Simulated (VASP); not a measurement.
# Te (Imma) in VASP: a series of runs

The runs below take Te through single point, with r2SCAN.

Everything below comes from runs of VASP 6.6.1. Logs are shortened: lines on timing, memory, paths and dates and some standing lists are left out, and cuts for length are marked.

### 1 The cell of the first run

Symmetry: Imma, No. 74, orthorhombic system. Conventional cell: a = 5.764 Å, b = 7.553 Å, c = 2.992 Å, α = 90.00°, β = 90.00°, γ = 90.00°. Within 3.8 Å of Te (site symmetry mm2) lie 4 Te at 2.88 to 2.99 Å.

### 2 Single point, r2SCAN

POSCAR reads:

```
Te
1.0
   -2.8819165035      3.7765380930      1.4957726108
    2.8819165035     -3.7765380930      1.4957726108
    2.8819165035      3.7765380930     -1.4957726108
Te
2
Direct
    0.9990710000      0.2490710000      0.7500000000
    0.0009290000      0.7509290000      0.2500000000
```

INCAR.step1 reads:

```
SYSTEM = Te
PREC     = Accurate       ! precision mode
ENCUT    = 520            ! plane-wave cutoff, eV
ISMEAR   = 1              ! smearing method
SIGMA    = 0.1            ! smearing width, eV
LREAL    = .False.        ! projectors in reciprocal space
LASPH    = .True.         ! aspherical terms in the spheres
NELM     = 80             ! most SCF steps
NBANDS   = 13             ! bands
GGA      = PE             ! functional
ALGO     = Normal         ! electronic algorithm
EDIFF    = 1E-4           ! SCF threshold, eV
LWAVE    = .True.         ! write WAVECAR
LCHARG   = .False.        ! write CHGCAR
```

INCAR.step2 reads:

```
SYSTEM = Te
PREC     = Accurate       ! precision mode
ENCUT    = 520            ! plane-wave cutoff, eV
EDIFF    = 1E-6           ! SCF threshold, eV
ISMEAR   = 1              ! smearing method
SIGMA    = 0.1            ! smearing width, eV
LREAL    = .False.        ! projectors in reciprocal space
LASPH    = .True.         ! aspherical terms in the spheres
NELM     = 80             ! most SCF steps
ALGO     = Normal         ! electronic algorithm
ISIF     = 2              ! what is computed and relaxed
LWAVE    = .False.        ! write WAVECAR
LCHARG   = .False.        ! write CHGCAR
METAGGA  = R2SCAN         ! meta-GGA
LMIXTAU  = .True.       
NBANDS   = 13             ! bands
ISTART   = 1
```

KPOINTS reads:

```
Automatic mesh
0
Gamma
  11 11 11
  0 0 0
```

Potentials or basis: VASP PAW PBE potentials, release 64 (Te).

Started as:

```sh
> cat potpaw_PBE.64/Te/POTCAR > POTCAR
> cp INCAR.step1 INCAR
> mpirun -np 1 vasp_std > vasp.out
> cp INCAR.step2 INCAR
> mpirun -np 1 vasp_std > vasp.out
```

OUTCAR:

```text
SYSTEM = Te
   PREC = Accurate
   ENCUT = 520
   EDIFF = 1E-6
   ISMEAR = 1
   LREAL = .False.
   LASPH = .True.
   NELM = 80
   ISIF = 2
   METAGGA = R2SCAN
   ISTART = 1

 ion  position               nearest neighbor table
   1  0.999  0.249  0.750-   2 2.88   2 2.88
   2  0.001  0.751  0.250-   1 2.88   1 2.88

  LATTYP: Found a body centered orthorhombic cell.
 ALAT       =     2.9915452216
 B/A-ratio  =     1.9267076310
 C/A-ratio  =     2.5248076250

  Lattice vectors:

 A1 = (   2.8819165035,  -3.7765380930,   1.4957726108)
 A2 = (  -2.8819165035,  -3.7765380930,  -1.4957726108)
 A3 = (   2.8819165035,   3.7765380930,  -1.4957726108)

Analysis of symmetry for initial positions (statically):
=====================================================================
 Subroutine PRICEL returns:
 Original cell was already a primitive cell.

 Routine SETGRP: Setting up the symmetry group for a
 body centered orthorhombic supercell.

 Subroutine GETGRP returns: Found  8 space group operations
 (whereof  4 operations were pure point group operations)
 out of a pool of  8 trial point group operations.

The static configuration has the point symmetry C_2h.
 The point group associated with its full space group is D_2h.

Analysis of symmetry for dynamics (positions and initial velocities):
=====================================================================
 Subroutine PRICEL returns:
 Original cell was already a primitive cell.

 Routine SETGRP: Setting up the symmetry group for a
 body centered orthorhombic supercell.

 Subroutine GETGRP returns: Found  8 space group operations
 (whereof  4 operations were pure point group operations)
 out of a pool of  8 trial point group operations.

The dynamic configuration has the point symmetry C_2h.
 The point group associated with its full space group is D_2h.

 Subroutine INISYM returns: Found  8 space group operations
 (whereof  4 operations are pure point group operations),
 and found     1 'primitive' translations

----------------------------------------------------------------------------------------

                                     Primitive cell

  volume of cell :      65.1180

  direct lattice vectors                    reciprocal lattice vectors
    -2.881916503  3.776538093  1.495772611     0.000000000  0.132396387  0.334275408
     2.881916503 -3.776538093  1.495772611     0.173495658  0.000000000  0.334275408
     2.881916503  3.776538093 -1.495772611     0.173495658  0.132396387  0.000000000

  length of vectors
     4.980463674  4.980463674  4.980463674     0.359539778  0.376617567  0.218241945

  position of ions in fractional coordinates (direct lattice)
     0.999071000  0.249071000  0.750000000
     0.000929000  0.750929000  0.250000000

  ion indices of the primitive-cell ions
   primitive index   ion index
                 1           1
                 2           2

----------------------------------------------------------------------------------------

 KPOINTS: Automatic mesh

Automatic generation of k-mesh.
 Grid dimensions read from file:
 generate k-points for:   11   11   11

 Generating k-lattice:

  Cartesian coordinates                     Fractional coordinates (reciprocal lattice)
     0.000000000  0.012036035  0.030388673     0.090909091  0.000000000 -0.000000000
     0.015772333  0.000000000  0.030388673     0.000000000  0.090909091 -0.000000000
     0.015772333  0.012036035  0.000000000     0.000000000  0.000000000  0.090909091

  Length of vectors
     0.032685434  0.034237961  0.019840177

  Shift w.r.t. Gamma in fractional coordinates (k-lattice)
     0.000000000  0.000000000  0.000000000

 Subroutine IBZKPT returns following result:
 ===========================================

 Found    216 irreducible k-points:

 Following reciprocal coordinates:
            Coordinates               Weight
  0.000000  0.000000  0.000000      1.000000
  0.090909  0.000000  0.000000      4.000000
  0.181818  0.000000 -0.000000      4.000000
  0.272727  0.000000  0.000000      4.000000
  0.363636  0.000000  0.000000      4.000000
  0.454545  0.000000 -0.000000      4.000000
[... 16 lines left out ...]
  0.454545  0.181818  0.000000      8.000000
 -0.454545  0.181818  0.000000      8.000000
 [... further k-points ...]
   k-points           NKPTS =    216   k-points in BZ     NKDIM =    216   number of bands    NBANDS=     13
   number of dos      NEDOS =    301   number of ions     NIONS =      2
   total plane-waves  NPLWV =  64000
   dimension x,y,z NGX =    40 NGY =   40 NGZ =   40
   dimension x,y,z NGXF=    80 NGYF=   80 NGZF=   80
   ions per type =               2
   NGX,Y,Z   is equivalent  to a cutoff of  13.35, 13.35, 13.35 a.u.
   NGXF,Y,Z  is equivalent  to a cutoff of  26.70, 26.70, 26.70 a.u.
 SYSTEM =  Te
   PREC   = accura    normal or accurate (medium, high low for compatibility)
   ISTART =      1    job   : 0-new  1-cont  2-samecut
   ICHARG =      0    charge: 1-file 2-atom 10-const
   ISPIN  =      1    spin polarized calculation?
   LNONCOLLINEAR =      F non collinear calculations
   LSORBIT =      F    spin-orbit coupling
   LASPH  =      T    aspherical Exc in radial PAW
   ENCUT  =  520.0 eV  38.22 Ry    6.18 a.u.   9.26  9.26  9.26*2*pi/ulx,y,z
   NELM   =     80;   NELMIN=  2; NELMDL=  0     # of ELM steps
   EDIFF  = 0.1E-05   stopping-criterion for ELM
   LREAL  =      F    real-space projection
   EDIFFG = 0.1E-04   stopping-criterion for IOM
   NSW    =      0    number of steps for IOM
   IBRION =     -1    ionic relax: 0-MD 1-quasi-New 2-CG
   NFREE  =      0    steps in history (QN), initial steepest desc. (CG)
   ISIF   =      2    stress and relaxation
   ISYM   =      2    0-nonsym 1-usesym 2-fastsym
   POTIM  = 0.5000    time-step for ionic-motion
   TEBEG  =    0.0;   TEEND  =   0.0 temperature during run
   PSTRESS=    0.0 pullay stress
   NELECT =      12.0000    total number of electrons
   NUPDOWN=      -1.0000    fix difference up-down
   EMIN   =  10.00;   EMAX   =-10.00  energy-range for DOS
   EFERMI =   0.00;   METHOD = LEGACY
   ISMEAR =     1;   SIGMA  =   0.10  broadening in eV -4-tet -1-fermi 0-gaus
   EFERMI_NEDOS =   21; number of points for ismear=-14 and -15
   IALGO  =     38    algorithm
   IMIX   =      4    mixing-type and parameters
     AMIX     =   0.40;   BMIX     =  1.00
     AMIX_MAG =   1.60;   BMIX_MAG =  1.00
  volume/ion in A,a.u.               =      32.56       219.72
  Fermi-wavevector in a.u.,A,eV,Ry     =   0.931612  1.760491 11.808503  0.867900
  Thomas-Fermi vector in A             =   2.058123
   LORBIT       =      0    0 simple, 1 ext, 2 COOP (PROOUT), +10 PAW based schemes
   METAGGA = R2SCAN    functional components
   LHFCALC =     F    Hartree Fock is set to
   AEXX    =    0.0000 exact exchange contribution
   IVDW    =     0    specifies the selected vdW correction
   LEPSILON=     F    determine dielectric tensor
   LRPA    =     F    only Hartree local field effects (RPA)
 non-spin polarized calculation
 Methfessel and Paxton  Order N= 1 SIGMA  =   0.10
  energy-cutoff  :      520.00
  volume of cell :       65.12
 maximum number of plane-waves:      1773
 NGX is ok and might be reduce to    40
   NGX = 19   NGY = 19   NGZ = 19

 number of electron      12.0000001 magnetization

 Free energy of the ion-electron system (eV)
  ---------------------------------------------------
  ext. energy  EPLUGINS =         0.00000000
  ---------------------------------------------------
  free energy    TOTEN  =       -50.40082923 eV

  energy without entropy =      -50.40081293  energy(sigma->0) =      -50.40082380

 E-fermi :   5.9337     XC(G=0):  -9.6592

 val. band max:        5.9301317962   @ k =  -0.4545  -0.2727   0.2727
 cond. band min:       5.9430993468   @ k =  -0.3636   0.3636   0.0000
 fundamental gap:      0.0129675506
 Fermi energy:         5.9336527911

 k-point     1 :       0.0000    0.0000    0.0000
  band No.  band energies     occupation
      1      -8.4475      2.00000
      2      -4.6621      2.00000
      3      -0.3370      2.00000
      4       3.4932      2.00000
      5       4.0523      2.00000
      6       9.0016      0.00000
      7       9.3583      0.00000
      8      10.1784      0.00000
      9      10.2001      0.00000
     10      11.5016      0.00000
     11      14.1251      0.00000
     12      16.8020      0.00000
     13      17.5639      0.00000

 k-point     2 :       0.0909    0.0000    0.0000
  band No.  band energies     occupation
      1      -8.3040      2.00000
      2      -4.5381      2.00000
      3      -0.2350      2.00000
      4       3.6802      2.00000
      5       4.0457      2.00000
      6       7.9866      0.00000
      7       9.1846      0.00000
      8      10.2269      0.00000
      9      10.3169      0.00000
     10      10.4935      0.00000
     11      14.9364      0.00000
     12      16.1283      0.00000
     13      16.9305      0.00000

 k-point     3 :       0.1818    0.0000   -0.0000
  band No.  band energies     occupation
      1      -7.8810      2.00000
      2      -4.1680      2.00000
      3       0.0575      2.00000
      4       4.0430      2.00000
      5       4.2256      2.00000
      6       5.5774      2.00001
      7       7.8906     -0.00000
      8       9.7237      0.00000
      9      10.7148      0.00000
     10      11.2623      0.00000
     11      13.7942      0.00000
     12      14.7761      0.00000
     13      15.7701      0.00000
[... 305 lines left out ...]
 k-point    23 :       0.4545    0.1818    0.0000
  band No.  band energies     occupation
      1      -6.1197      2.00000
      2      -3.5027      2.00000
      3       1.0967      2.00000
      4       1.7662      2.00000
      5       3.3864      2.00000
      6       3.8501      2.00000
      7       6.3486     -0.00000
      8      10.4947      0.00000
      9      10.7738      0.00000
     10      11.6326      0.00000
     11      13.3563      0.00000
     12      14.1892      0.00000
     13      17.1414      0.00000

 k-point    24 :      -0.4545    0.1818    0.0000
  band No.  band energies     occupation
      1      -6.9425      2.00000
      2      -4.2570      2.00000
      3       1.2688      2.00000
      4       2.9741      2.00000
      5       3.6744      2.00000
      6       5.1140      2.00000
      7       5.5751      2.00000
      8       9.8236      0.00000
      9      11.6563      0.00000
     10      12.6528      0.00000
     11      12.9066      0.00000
     12      15.6181      0.00000
     13      15.8825      0.00000

 [... further k-points ...]

------------------------ aborting loop because EDIFF is reached ----------------------------------------

  FORCE on cell =-STRESS in cart. coord.  units (eV):
  Direction    XX          YY          ZZ          XY          YZ          ZX
  --------------------------------------------------------------------------------------
  -------------------------------------------------------------------------------------
  Total        2.5406569      0.2769065      2.7965503      0.0000000      0.0000000      0.0000000
  in kB       62.5109018      6.8130719     68.8069619      0.0000000      0.0000000      0.0000000
  external PRESSURE =      46.0436452 kB  Pullay stress =       0.0000000 kB

 VOLUME and BASIS-vectors are now :
 -----------------------------------------------------------------------------
  energy-cutoff  :      520.00
  volume of cell :       65.12
      direct lattice vectors                 reciprocal lattice vectors
    -2.881916503  3.776538093  1.495772611     0.000000000  0.132396387  0.334275408
     2.881916503 -3.776538093  1.495772611     0.173495658  0.000000000  0.334275408
     2.881916503  3.776538093 -1.495772611     0.173495658  0.132396387  0.000000000

 POSITION                                       TOTAL-FORCE (eV/Angst)
 -----------------------------------------------------------------------------------
      0.00000      5.66481      0.74511         0.000000     -0.000000      0.002689
      2.88192     -1.88827      0.75067        -0.000000      0.000000     -0.002689
 -----------------------------------------------------------------------------------
    total drift:                                0.000000     -0.000000      0.000000

  FREE ENERGIE OF THE ION-ELECTRON SYSTEM (eV)
  ---------------------------------------------------
  free  energy   TOTEN  =       -50.4008292317 eV

  energy  without entropy=      -50.4008129340  energy(sigma->0) =      -50.40082380
```

Wall time 5.5 min (1 thread of Intel Xeon 6975P-C (Granite Rapids), shared host); peak memory 0.35 GiB.

Results:

```
Free energy            : -50.4008 eV
Pressure               : 4.6 GPa
Band gap on the k mesh : zero (bands 6 and 7 overlap by 4.55 eV)
```

Forces in eV/Å, atoms in the order of the input:
```
Te   0.000  0.000  0.003
Te   0.000  0.000 -0.003
```

Stress tensor (GPa, compression positive):
```
6.25 0.00 0.00
0.00 0.68 0.00
0.00 0.00 6.88
```

Levels at points of the mesh, in eV from the Fermi level:
```csv
k point,band 4,band 5,band 6,band 7,band 8,band 9
"(0.00, 0.00, 0.00)",-2.44,-1.88,3.07,3.42,4.24,4.27
```

Caveat: the cell stands under pressure; the PAW data sets were made with another functional, which shifts forces and pressure a little; spin-orbit coupling is left out, which moves the levels of the heavy elements.

### 3 Single point, r2SCAN

This run uses another cell than the first one, of 33.44 Å³/atom.

POSCAR reads:

```
Te
1.0
   -2.9076492625      3.8102589674      1.5091284301
    2.9076492625     -3.8102589674      1.5091284301
    2.9076492625      3.8102589674     -1.5091284301
Te
2
Direct
    0.9990710000      0.2490710000      0.7500000000
    0.0009290000      0.7509290000      0.2500000000
```

INCAR.step1 reads:

```
ALGO = Normal
EDIFF = 1E-4
ENCUT = 520
GGA = PE
ISMEAR = 1
LASPH = True
LCHARG = False
LREAL = False
LWAVE = True
NBANDS = 13
NELM = 80
PREC = Accurate
SIGMA = 0.1
```

INCAR.step2 reads:

```
ALGO = Normal
EDIFF = 1E-6
ENCUT = 520
ISIF = 2
ISMEAR = 1
ISTART = 1
LASPH = True
LCHARG = False
LMIXTAU = True
LREAL = False
LWAVE = False
METAGGA = R2SCAN
NBANDS = 13
NELM = 80
PREC = Accurate
SIGMA = 0.1
```

KPOINTS reads:

```
k-points
0
Gamma
  11 11 11
```

Potentials or basis: VASP PAW PBE potentials, release 64 (Te).

Started as:

```sh
> cat potpaw_PBE.64/Te/POTCAR > POTCAR
> cp INCAR.step1 INCAR
> mpirun -np 1 vasp_std > vasp.out
> cp INCAR.step2 INCAR
> mpirun -np 1 vasp_std > vasp.out
```

Run time: 5.7 min. Hardware: 1 thread of Intel Xeon 6975P-C (Granite Rapids), shared host; peak memory 0.35 GiB.

Results (log left out):

```
Free energy            : -50.4420 eV
Pressure               : 2.9 GPa
Band gap on the k mesh : zero (bands 6 and 7 overlap by 4.45 eV)
```

Forces in eV/Å, atoms in the order of the input:
```
Te   0.000  0.000  0.003
Te   0.000  0.000 -0.003
```

Stress tensor (GPa, compression positive):
```
3.77 0.00 0.00
0.00 0.27 0.00
0.00 0.00 4.67
```

Levels at points of the mesh, in eV from the Fermi level:
```csv
k point,band 2,band 3,band 4,band 5,band 6,band 7,band 8,band 9,band 10,band 11
"(0.00, 0.00, 0.00)",-10.55,-6.08,-2.33,-1.81,3.19,3.32,4.13,4.33,5.37,8.17
```

Caveat: the PAW data sets were made with another functional, which shifts forces and pressure a little; spin-orbit coupling is left out, which moves the levels of the heavy elements.

### 4 Single point, r2SCAN

This run uses another cell than the first one, of 34.32 Å³/atom.

POSCAR reads:

```
Te
1.0
   -2.9329344383      3.8433933172      1.5222519447
    2.9329344383     -3.8433933172      1.5222519447
    2.9329344383      3.8433933172     -1.5222519447
Te
2
Direct
    0.9990710000      0.2490710000      0.7500000000
    0.0009290000      0.7509290000      0.2500000000
```

INCAR.step1 reads:

```
PREC = Accurate
ENCUT = 520
ISMEAR = 1
SIGMA = 0.1
LREAL = F
LASPH = T
NELM = 80
NBANDS = 13
GGA = PE
ALGO = Normal
EDIFF = 1E-4
LWAVE = T
LCHARG = F
```

INCAR.step2 reads:

```
PREC = Accurate
ENCUT = 520
EDIFF = 1E-6
ISMEAR = 1
SIGMA = 0.1
LREAL = F
LASPH = T
NELM = 80
ALGO = Normal
ISIF = 2
LWAVE = F
LCHARG = F
METAGGA = R2SCAN
LMIXTAU = T
NBANDS = 13
ISTART = 1
```

KPOINTS reads:

```
regular mesh
0
Gamma
  11 11 11
```

Started as:

```sh
> cat potpaw_PBE.64/Te/POTCAR > POTCAR
> cp INCAR.step1 INCAR
> mpirun -np 1 vasp_std > vasp.out
> cp INCAR.step2 INCAR
> mpirun -np 1 vasp_std > vasp.out
```

It took 5 min on 1 thread of Intel Xeon 6975P-C (Granite Rapids), shared host; peak memory 0.36 GiB.

It converged, with:

```yaml
Free_energy: -50.4657 eV
Pressure: 1.4 GPa
Largest_force: 0.003 eV/Å
Band_gap_on_the_k_mesh: zero (bands 6 and 7 overlap by 4.30 eV)
```

Forces in eV/Å, atoms in the order of the input:
```
Te   0.000  0.000  0.003
Te   0.000  0.000 -0.003
```

Stress tensor (GPa, compression positive):
```
 1.63  0.00  0.00
 0.00 -0.07  0.00
 0.00  0.00  2.70
```

Levels at points of the mesh, in eV from the Fermi level:
```tsv
k point	band 3	band 4	band 5	band 6	band 7	band 8	band 9	band 10
(0.00, 0.00, 0.00)	-5.91	-2.23	-1.74	3.21	3.31	4.01	4.39	5.17
```

Caveat: the PAW data sets were made with another functional, which shifts forces and pressure a little; spin-orbit coupling is left out, which moves the levels of the heavy elements.

### 5 Summary

```tsv
cell	gap on the mesh (eV)	pressure (GPa)
a = 4.980 Å, angles 109.3, 81.4, 145.0°, 2 atoms	none	4.6
a = 5.025 Å, angles 109.3, 81.4, 145.0°, 2 atoms	none	2.9
a = 5.069 Å, angles 109.3, 81.4, 145.0°, 2 atoms	none	1.4
```

Alike in all rows: task single point; level r2SCAN; potentials or basis VASP PAW PBE potentials, release 64 (Te); no spin polarisation; k mesh 11 × 11 × 11; cutoff (eV) 520; smearing methfessel-paxton 0.1 eV.

Caveats: the PAW data sets were made with another functional, which shifts forces and pressure a little; spin-orbit coupling is left out, which moves the levels of the heavy elements; the cell stands under pressure (at least some runs).

Absolute energies hang on the potentials; compare differences alone.
